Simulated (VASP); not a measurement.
Runs of VASP 6.6.1 on Ge3MoRu. The structure is that of space group Pm-3m (No. 221), or close to it. The cells are those of the table. 

| task | spin | cell | cutoff (eV) | gap on the mesh (eV) | pressure (GPa) |
| --- | --- | --- | --- | --- | --- |
| single point | off | a = 4.621 Å, 5 atoms | 520 | none | (a) |
| single point | off | a = 4.682 Å, 5 atoms | 520 | none | 0.0 |
| single point | collinear, ferromagnetic start | a = 4.682 Å, 5 atoms | 520 | none | 4.2 |
| relaxation of cell and atoms | off | relaxed from a = 4.621 Å, 5 atoms | 600 | none | 0.0 |

Alike in all rows: level PBE; potentials or basis VASP PAW PBE potentials, release 64 (Ge_d, Mo_sv, Ru_pv); k mesh 4 × 4 × 4; smearing gaussian 0.1 eV.

Estimate the missing entries.

(a) 4.3.

A k mesh can miss the band edges, and the runs leave out spin-orbit coupling on Ge, Mo, Ru.

A gap of «none» marks levels without a gap at the run's occupations.
